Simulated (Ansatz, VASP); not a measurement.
## Si2Sn: VASP beside Ansatz

The input INCAR:

```
PREC = Accurate ; ENCUT = 520
EDIFF = 1E-6 ; ISMEAR = 0
SIGMA = 0.1 ; LREAL = F
LASPH = T ; NELM = 100
ALGO = Normal ; ISIF = 2
LWAVE = F ; LCHARG = T
GGA = PE ; LELF = T
LVHAR = T ; NBANDS = 18
```

Contents of KPOINTS:

```
regular mesh
0
Gamma
  6 6 4
```

Contents of POSCAR:

```
Si2Sn
1.0
    3.2597313190     -1.9072633311      0.0000000000
    3.2597313190      1.9072633311      0.0000000000
   -0.0619097319      0.0000000000      5.0243602324
Si Sn
2 1
Direct
    0.6665674601      0.6665674601      0.4002917592
    0.3334325399      0.3334325399      0.5997082408
    0.0000000000      0.0000000000      0.0000000000
```

Input for Ansatz:

```yaml
crystal:
  lattice:
    - [3.259731319, -1.9072633311, 0.0]
    - [3.259731319, 1.9072633311, 0.0]
    - [-0.0619097319, 0.0, 5.0243602324]
  atoms:
    - { symbol: Si, position: [0.6665674601, 0.6665674601, 0.4002917592] }
    - { symbol: Si, position: [0.3334325399, 0.3334325399, 0.5997082408] }
    - { symbol: Sn, position: [0.0, 0.0, 0.0] }
basis:
  ecutwfc: 420
kpoints:
  mp_grid: { grid: [6, 6, 4] }
hamiltonian:
  xc: pbe
scf:
  occupations: { method: gaussian, width: 0.1 }
  lower_state_search: "off"
output:
  forces: true
  stress: true
  eigenvalues: true
```

Change from the starting cell: the structure that the rattled cell fell into.

Alike in both runs: task single point; functional PBE; k mesh 6 × 6 × 4; occupations gaussian, width 0.1 eV; no spin polarisation.

|  | VASP | Ansatz |
| --- | --- | --- |
| version | VASP 6.6.1 | Ansatz 0.2.0 |
| potentials or method | VASP PAW PBE potentials, release 64 (Si, Sn_d), cutoff 520 eV | scalar-relativistic, plane waves, PAW |
| valence electrons in the cell | 22 | 22 |

Ansatz gave:

* gap on the k mesh at the Fermi level (eV): none
* pressure (GPa): 0.1
* traceless stress, the component that is largest in VASP (GPa): -1.68
* rms of the force components (eV/Å): 0.004

Estimate VASP's values.

gap on the k mesh at the Fermi level (eV): none; pressure (GPa): -0.1; traceless stress, the component that is largest in VASP (GPa): -1.67; rms of the force components (eV/Å): 0.007.

Atom by atom the forces differ by 0.003 eV/Å (rms over components). A gap of «none» marks a metal or a gap that the smearing closes.
